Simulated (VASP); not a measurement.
# W (Im-3m) in VASP: further runs, part 2 of 3

VASP 6.6.1. The steps go on from the part before.

### Step 3. Relaxation of cell and atoms, PBEsol

This run uses another cell than the first one, of 15.85 Å³/atom.

The input, INCAR:

```
ALGO = Normal
EDIFF = 1E-6
EDIFFG = -0.01
ENCUT = 600
GGA = PS
IBRION = 2
ISIF = 3
ISMEAR = -1
LASPH = True
LCHARG = False
LREAL = False
LWAVE = False
NELM = 100
NSW = 80
PREC = Accurate
SIGMA = 0.1
```

The input, KPOINTS:

```
k-points
0
Gamma
  14 14 14
```

The input, POSCAR:

```
W
1.0
   -1.5823400000      1.5823400000      1.5823400000
    1.5823400000     -1.5823400000      1.5823400000
    1.5823400000      1.5823400000     -1.5823400000
W
1
Direct
    0.0000000000      0.0000000000      0.0000000000
```

Potentials or basis: VASP PAW PBE potentials, release 64 (W_sv).

Run with:

```bash
> cat potpaw_PBE.64/W_sv/POTCAR > POTCAR
> mpirun -np 1 vasp_std > vasp.out
```

OUTCAR:

```text
EDIFF = 1E-6
   EDIFFG = -0.01
   ENCUT = 600
   GGA = PS
   IBRION = 2
   ISIF = 3
   ISMEAR = -1
   LASPH = True
   LREAL = False
   NELM = 100
   NSW = 80
   PREC = Accurate

 ion  position               nearest neighbor table
   1  0.000  0.000  0.000-

  LATTYP: Found a body centered cubic cell.
 ALAT       =     3.1646800000

  Lattice vectors:

 A1 = (  -1.5823400000,   1.5823400000,   1.5823400000)
 A2 = (   1.5823400000,  -1.5823400000,   1.5823400000)
 A3 = (   1.5823400000,   1.5823400000,  -1.5823400000)

Analysis of symmetry for initial positions (statically):
=====================================================================
 Subroutine PRICEL returns:
 Original cell was already a primitive cell.

 Routine SETGRP: Setting up the symmetry group for a
 body centered cubic supercell.

 Subroutine GETGRP returns: Found 48 space group operations
 (whereof 48 operations were pure point group operations)
 out of a pool of 48 trial point group operations.

The static configuration has the point symmetry O_h .

Analysis of symmetry for dynamics (positions and initial velocities):
=====================================================================
 Subroutine PRICEL returns:
 Original cell was already a primitive cell.

 Routine SETGRP: Setting up the symmetry group for a
 body centered cubic supercell.

 Subroutine GETGRP returns: Found 48 space group operations
 (whereof 48 operations were pure point group operations)
 out of a pool of 48 trial point group operations.

The dynamic configuration has the point symmetry O_h .

 Subroutine INISYM returns: Found 48 space group operations
 (whereof 48 operations are pure point group operations),
 and found     1 'primitive' translations

----------------------------------------------------------------------------------------

                                     Primitive cell

  volume of cell :      15.8475

  direct lattice vectors                    reciprocal lattice vectors
    -1.582340000  1.582340000  1.582340000     0.000000000  0.315987714  0.315987714
     1.582340000 -1.582340000  1.582340000     0.315987714  0.000000000  0.315987714
     1.582340000  1.582340000 -1.582340000     0.315987714  0.315987714  0.000000000

  length of vectors
     2.740693275  2.740693275  2.740693275     0.446874111  0.446874111  0.446874111

  position of ions in fractional coordinates (direct lattice)
     0.000000000  0.000000000  0.000000000

  ion indices of the primitive-cell ions
   primitive index   ion index
                 1           1

----------------------------------------------------------------------------------------

 KPOINTS: k-points

Automatic generation of k-mesh.
 Grid dimensions read from file:
 generate k-points for:   14   14   14

 Generating k-lattice:

  Cartesian coordinates                     Fractional coordinates (reciprocal lattice)
     0.000000000  0.022570551  0.022570551     0.071428571  0.000000000  0.000000000
     0.022570551  0.000000000  0.022570551     0.000000000  0.071428571  0.000000000
     0.022570551  0.022570551  0.000000000     0.000000000  0.000000000  0.071428571

  Length of vectors
[... 45 lines left out ...]
 SYSTEM =  unknown system
   PREC   = accura    normal or accurate (medium, high low for compatibility)
   ISTART =      0    job   : 0-new  1-cont  2-samecut
   ICHARG =      2    charge: 1-file 2-atom 10-const
   ISPIN  =      1    spin polarized calculation?
   LNONCOLLINEAR =      F non collinear calculations
   LSORBIT =      F    spin-orbit coupling
   LASPH  =      T    aspherical Exc in radial PAW
   ENCUT  =  600.0 eV  44.10 Ry    6.64 a.u.   5.47  5.47  5.47*2*pi/ulx,y,z
   NELM   =    100;   NELMIN=  2; NELMDL= -5     # of ELM steps
   EDIFF  = 0.1E-05   stopping-criterion for ELM
   LREAL  =      F    real-space projection
   EDIFFG = -.1E-01   stopping-criterion for IOM
   NSW    =     80    number of steps for IOM
   IBRION =      2    ionic relax: 0-MD 1-quasi-New 2-CG
   NFREE  =      1    steps in history (QN), initial steepest desc. (CG)
   ISIF   =      3    stress and relaxation
   ISYM   =      2    0-nonsym 1-usesym 2-fastsym
   POTIM  = 0.5000    time-step for ionic-motion
   TEBEG  =    0.0;   TEEND  =   0.0 temperature during run
   PSTRESS=    0.0 pullay stress
   NELECT =      14.0000    total number of electrons
   NUPDOWN=      -1.0000    fix difference up-down
   EMIN   =  10.00;   EMAX   =-10.00  energy-range for DOS
   EFERMI =   0.00;   METHOD = LEGACY
   ISMEAR =    -1;   SIGMA  =   0.10  broadening in eV -4-tet -1-fermi 0-gaus
   EFERMI_NEDOS =   21; number of points for ismear=-14 and -15
   IALGO  =     38    algorithm
   IMIX   =      4    mixing-type and parameters
     AMIX     =   0.40;   BMIX     =  1.00
     AMIX_MAG =   1.60;   BMIX_MAG =  1.00
  volume/ion in A,a.u.               =      15.85       106.94
  Fermi-wavevector in a.u.,A,eV,Ry     =   1.570837  2.968451 33.572756  2.467528
  Thomas-Fermi vector in A             =   2.672510
   LORBIT       =      0    0 simple, 1 ext, 2 COOP (PROOUT), +10 PAW based schemes
   GGA     = PS    functional components
   LHFCALC =     F    Hartree Fock is set to
   AEXX    =    0.0000 exact exchange contribution
   IVDW    =     0    specifies the selected vdW correction
   LEPSILON=     F    determine dielectric tensor
   LRPA    =     F    only Hartree local field effects (RPA)
 conjugate gradient relaxation of ions
 non-spin polarized calculation
  energy-cutoff  :      600.00
  volume of cell :       15.85
 maximum number of plane-waves:       546
 NGX is ok and might be reduce to    24
   NGX = 11   NGY = 11   NGZ = 11

--------------------------------------- Ionic step        1  -------------------------------------------

 number of electron      14.0000001 magnetization

 Free energy of the ion-electron system (eV)
  ---------------------------------------------------
  ext. energy  EPLUGINS =         0.00000000
  ---------------------------------------------------
  free energy    TOTEN  =       -13.80686224 eV

  energy without entropy =      -13.78745857  energy(sigma->0) =      -13.79716041

------------------------ aborting loop because EDIFF is reached ----------------------------------------

  FORCE on cell =-STRESS in cart. coord.  units (eV):
  Direction    XX          YY          ZZ          XY          YZ          ZX
  --------------------------------------------------------------------------------------
  -------------------------------------------------------------------------------------
  Total       -0.2302791     -0.2302791     -0.2302791      0.0000000     -0.0000000      0.0000000
  in kB      -23.2812201    -23.2812201    -23.2812201      0.0000000     -0.0000000      0.0000000
  external PRESSURE =     -23.2812201 kB  Pullay stress =       0.0000000 kB
[... 57 lines left out ...]
--------------------------------------- Ionic step        3  -------------------------------------------

 number of electron      14.0000001 magnetization

 Free energy of the ion-electron system (eV)
  ---------------------------------------------------
  ext. energy  EPLUGINS =         0.00000000
  ---------------------------------------------------
  free energy    TOTEN  =       -13.80770569 eV

  energy without entropy =      -13.78816552  energy(sigma->0) =      -13.79793560

 E-fermi :  11.4540     XC(G=0): -13.8039

 val. band max:       11.3934860235   @ k =   0.4286   0.0000   0.0000
 cond. band min:      11.4622667180   @ k =   0.4286   0.0714  -0.0000
 fundamental gap:      0.0687806945
 Fermi energy:        11.4539828669

 k-point     1 :       0.0000    0.0000    0.0000
  band No.  band energies     occupation
      1     -62.7557      2.00000
      2     -26.3020      2.00000
      3     -26.3020      2.00000
      4     -26.3020      2.00000
      5       1.6890      2.00000
      6      10.1340      2.00000
      7      10.1340      2.00000
      8      10.1340      2.00000
      9      13.6361      0.00000
     10      13.6361      0.00000
     11      25.9427      0.00000
[... 309 lines left out ...]
 k-point    24 :       0.3571    0.2857    0.0000
  band No.  band energies     occupation
      1     -62.5998      2.00000
      2     -27.3218      2.00000
      3     -27.1196      2.00000
      4     -26.4687      2.00000
      5       6.8872      2.00000
      6       8.3567      2.00000
      7       9.0779      2.00000
      8      13.8840      0.00000
      9      14.4918      0.00000
     10      19.7823      0.00000
     11      21.7125      0.00000

 [... further k-points ...]

------------------------ aborting loop because EDIFF is reached ----------------------------------------

  FORCE on cell =-STRESS in cart. coord.  units (eV):
  Direction    XX          YY          ZZ          XY          YZ          ZX
  --------------------------------------------------------------------------------------
  -------------------------------------------------------------------------------------
  Total        0.0003614      0.0003614      0.0003614      0.0000000      0.0000000      0.0000000
  in kB        0.0368046      0.0368046      0.0368046      0.0000000      0.0000000      0.0000000
  external PRESSURE =       0.0368046 kB  Pullay stress =       0.0000000 kB
[... 16 lines left out ...]
  FREE ENERGIE OF THE ION-ELECTRON SYSTEM (eV)
  ---------------------------------------------------
  free  energy   TOTEN  =       -13.8077056895 eV

  energy  without entropy=      -13.7881655176  energy(sigma->0) =      -13.79793560

 reached required accuracy - stopping structural energy minimisation
```

CONTCAR:

```text
W
   1.00000000000000
    -1.5785279508701402    1.5785279508701402    1.5785279508701402
     1.5785279508701402   -1.5785279508701402    1.5785279508701402
     1.5785279508701402    1.5785279508701402   -1.5785279508701402
  W
     1
Direct
     0.0000000000000000    0.0000000000000000    0.0000000000000000

  0.00000000E+00  0.00000000E+00  0.00000000E+00
```

It took 32 s on 1 thread of Intel Xeon Platinum 8259CL at 2.50GHz (Skylake/Cascade Lake), shared host; peak memory 0.16 GiB.

Results:

```yaml
Free_energy: -13.8077 eV
Relaxed_volume: 15.73 Å³/atom
Relaxed_cell: a = 2.734 Å, b = 2.734 Å, c = 2.734 Å, α = 109.47°, β = 109.47°, γ = 109.47°
Space_group_after_relaxing_to_0.1_Å: Im-3m (No. 229)
Energy_gained_by_relaxing: 0.8 meV/atom
Ionic_steps: 3
Pressure_after_relaxing: 0.0 GPa
Band_gap_on_the_k_mesh: zero (bands 7 and 8 overlap by 6.48 eV)
```

The path:
```
step  energy change (eV)  largest force (eV/Å)  pressure (GPa)  volume (Å³)
   1              0.0000                0.0000           -2.33        15.85
   2              0.0103                0.0000            8.96        15.33
   3             -0.0008                0.0000            0.00        15.73
```

Final structure:
```yaml
crystal:
  lattice:
    - [-1.57853, 1.57853, 1.57853]
    - [1.57853, -1.57853, 1.57853]
    - [1.57853, 1.57853, -1.57853]
  atoms:
    - { symbol: W, position: [0.00000, 0.00000, 0.00000] }
```

Caveat: the PAW data sets were made with another functional, which shifts forces and pressure a little; spin-orbit coupling is left out, which moves the levels of the heavy elements.

### Step 4. Single point, PBEsol (13.81 Å³/atom)

This run uses another cell than the first one, of 13.81 Å³/atom.

The input, INCAR:

```
SYSTEM = W
ALGO     = Normal         ! electronic algorithm
EDIFF    = 1E-6           ! SCF threshold, eV
ENCUT    = 520            ! plane-wave cutoff, eV
GGA      = PS             ! functional
ISIF     = 2              ! what is computed and relaxed
ISMEAR   = -1             ! smearing method
LASPH    = .True.         ! aspherical terms in the spheres
LCHARG   = .False.        ! write CHGCAR
LREAL    = .False.        ! projectors in reciprocal space
LWAVE    = .False.        ! write WAVECAR
NBANDS   = 13             ! bands
NELM     = 60             ! most SCF steps
PREC     = Accurate       ! precision mode
SIGMA    = 0.1            ! smearing width, eV
```

The input, KPOINTS:

```
k-points
0
Gamma
  23 23 23
  0 0 0
```

The input, POSCAR:

```
W
1.0
   -1.5115236964      1.5115236964      1.5115236964
    1.5115236964     -1.5115236964      1.5115236964
    1.5115236964      1.5115236964     -1.5115236964
W
1
Direct
    0.0000000000      0.0000000000      0.0000000000
```

Potentials or basis: VASP PAW PBE potentials, release 64 (W_sv).

Run with:

```bash
> cat potpaw_PBE.64/W_sv/POTCAR > POTCAR
> mpirun -np 1 vasp_std > vasp.out
```

OUTCAR:

```text
SYSTEM = W
   EDIFF = 1E-6
   ENCUT = 520
   GGA = PS
   ISIF = 2
   ISMEAR = -1
   LASPH = .True.
   LREAL = .False.
   NELM = 60
   PREC = Accurate

 ion  position               nearest neighbor table
   1  0.000  0.000  0.000-

  LATTYP: Found a body centered cubic cell.
 ALAT       =     3.0230473928

  Lattice vectors:

 A1 = (  -1.5115236964,   1.5115236964,   1.5115236964)
 A2 = (   1.5115236964,  -1.5115236964,   1.5115236964)
 A3 = (   1.5115236964,   1.5115236964,  -1.5115236964)

Analysis of symmetry for initial positions (statically):
=====================================================================
 Subroutine PRICEL returns:
 Original cell was already a primitive cell.

 Routine SETGRP: Setting up the symmetry group for a
 body centered cubic supercell.

 Subroutine GETGRP returns: Found 48 space group operations
 (whereof 48 operations were pure point group operations)
 out of a pool of 48 trial point group operations.

The static configuration has the point symmetry O_h .

Analysis of symmetry for dynamics (positions and initial velocities):
=====================================================================
 Subroutine PRICEL returns:
 Original cell was already a primitive cell.

 Routine SETGRP: Setting up the symmetry group for a
 body centered cubic supercell.

 Subroutine GETGRP returns: Found 48 space group operations
 (whereof 48 operations were pure point group operations)
 out of a pool of 48 trial point group operations.

The dynamic configuration has the point symmetry O_h .

 Subroutine INISYM returns: Found 48 space group operations
 (whereof 48 operations are pure point group operations),
 and found     1 'primitive' translations

----------------------------------------------------------------------------------------

                                     Primitive cell

[... 112 lines left out ...]
   LORBIT       =      0    0 simple, 1 ext, 2 COOP (PROOUT), +10 PAW based schemes
   GGA     = PS    functional components
   LHFCALC =     F    Hartree Fock is set to
   AEXX    =    0.0000 exact exchange contribution
   IVDW    =     0    specifies the selected vdW correction
   LEPSILON=     F    determine dielectric tensor
   LRPA    =     F    only Hartree local field effects (RPA)
 non-spin polarized calculation
  energy-cutoff  :      520.00
  volume of cell :       13.81
 maximum number of plane-waves:       386
   NGX =  9   NGY =  9   NGZ =  9

 number of electron      14.0000004 magnetization

 Free energy of the ion-electron system (eV)
  ---------------------------------------------------
  ext. energy  EPLUGINS =         0.00000000
  ---------------------------------------------------
  free energy    TOTEN  =       -13.51960898 eV

  energy without entropy =      -13.50537841  energy(sigma->0) =      -13.51249369

 E-fermi :  13.4098     XC(G=0): -14.5573

 val. band max:       13.4022976062   @ k =  -0.1739   0.1739   0.1739
 cond. band min:      13.4117619772   @ k =  -0.3043   0.3043   0.1739
 fundamental gap:      0.0094643710
 Fermi energy:        13.4097973600

 k-point     1 :       0.0000    0.0000    0.0000
  band No.  band energies     occupation
      1     -60.6305      2.00000
      2     -23.9216      2.00000
      3     -23.9216      2.00000
      4     -23.9216      2.00000
      5       2.9845      2.00000
      6      11.8713      2.00000
      7      11.8713      2.00000
      8      11.8713      2.00000
      9      15.9338      0.00000
     10      15.9338      0.00000
     11      28.1994      0.00000
     12      28.1994      0.00000
     13      28.1994      0.00000
[... 354 lines left out ...]
  band No.  band energies     occupation
      1     -60.5800      2.00000
      2     -24.3779      2.00000
      3     -24.0253      2.00000
      4     -23.9620      2.00000
      5       4.2114      2.00000
      6      11.2582      2.00000
      7      11.4046      2.00000
      8      13.2073      1.76682
      9      14.9672      0.00000
     10      16.0865      0.00000
     11      29.1608      0.00000
     12      30.3646      0.00000
     13      30.8984      0.00000

 [... further k-points ...]

------------------------ aborting loop because EDIFF is reached ----------------------------------------

  FORCE on cell =-STRESS in cart. coord.  units (eV):
  Direction    XX          YY          ZZ          XY          YZ          ZX
  --------------------------------------------------------------------------------------
  -------------------------------------------------------------------------------------
  Total        4.7391755      4.7391755      4.7391755      0.0000000      0.0000000     -0.0000000
  in kB      549.6781815    549.6781815    549.6781815      0.0000000      0.0000000     -0.0000000
  external PRESSURE =     549.6781815 kB  Pullay stress =       0.0000000 kB

 VOLUME and BASIS-vectors are now :
 -----------------------------------------------------------------------------
  energy-cutoff  :      520.00
  volume of cell :       13.81
      direct lattice vectors                 reciprocal lattice vectors
    -1.511523696  1.511523696  1.511523696     0.000000000  0.330792035  0.330792035
     1.511523696 -1.511523696  1.511523696     0.330792035  0.000000000  0.330792035
     1.511523696  1.511523696 -1.511523696     0.330792035  0.330792035  0.000000000

 POSITION                                       TOTAL-FORCE (eV/Angst)
 -----------------------------------------------------------------------------------
      0.00000      0.00000      0.00000        -0.000000     -0.000000      0.000000
 -----------------------------------------------------------------------------------
    total drift:                                0.000000     -0.000000      0.000000

  FREE ENERGIE OF THE ION-ELECTRON SYSTEM (eV)
  ---------------------------------------------------
  free  energy   TOTEN  =       -13.5196089793 eV

  energy  without entropy=      -13.5053784075  energy(sigma->0) =      -13.51249369
```

OSZICAR:

```text
N       E                     dE             d eps       ncg     rms          rms(c)
DAV:   1     0.838918806092E+02    0.83892E+02   -0.74214E+03  9496   0.125E+03
DAV:   2    -0.125480037799E+02   -0.96440E+02   -0.92598E+02 10554   0.322E+02
DAV:   3    -0.140939799865E+02   -0.15460E+01   -0.15422E+01 10439   0.393E+01
DAV:   4    -0.140990546985E+02   -0.50747E-02   -0.50746E-02 10634   0.248E+00
DAV:   5    -0.140990877353E+02   -0.33037E-04   -0.33037E-04 10624   0.189E-01    0.279E+01
DAV:   6    -0.136605242174E+02    0.43856E+00   -0.29715E-01  9999   0.755E+00    0.125E+01
DAV:   7    -0.135242682337E+02    0.13626E+00   -0.18533E-01 10644   0.567E+00    0.437E-01
DAV:   8    -0.135196133926E+02    0.46548E-02   -0.47824E-03  9614   0.967E-01    0.435E-02
DAV:   9    -0.135196097987E+02    0.35939E-05   -0.51104E-05 11010   0.881E-02    0.442E-02
DAV:  10    -0.135196089671E+02    0.83161E-06   -0.10139E-05 10329   0.452E-02    0.553E-03
DAV:  11    -0.135196089793E+02   -0.12159E-07   -0.17334E-07  6137   0.496E-03
   1 F= -.13519609E+02 E0= -.13512494E+02  d E =-.142306E-01
```

stdout:

```text
POSCAR found type information on POSCAR W
 POSCAR found :  1 types and       1 ions
 scaLAPACK will be used
 -----------------------------------------------------------------------------
|                                                                             |
|                                                                             |
|     You enforced a specific xc type in the INCAR file but a different       |
|     I HOPE YOU KNOW WHAT YOU ARE DOING!                                     |
|                                                                             |
 -----------------------------------------------------------------------------

 LDA part: xc-table for (Slater+PW92), standard interpolation
 POSCAR, INCAR and KPOINTS ok, starting setup
 FFT: planning ... GRIDC
 FFT: planning ... GRID_SOFT
 FFT: planning ... GRID
 WAVECAR not read
 entering main loop
```

It took 39 s on 1 thread of Intel Xeon Platinum 8259CL at 2.50GHz (Skylake/Cascade Lake), shared host; peak memory 0.17 GiB.

Results:

- Free energy: -13.5196 eV
- Pressure: 55.0 GPa
- Band gap on the k mesh: zero (bands 7 and 8 overlap by 7.44 eV)

Caveat: the cell stands under pressure; the PAW data sets were made with another functional, which shifts forces and pressure a little; spin-orbit coupling is left out, which moves the levels of the heavy elements.

[end of part 2 of 3]

The gap in the log of VASP goes by the Fermi energy; the results here count the filled bands.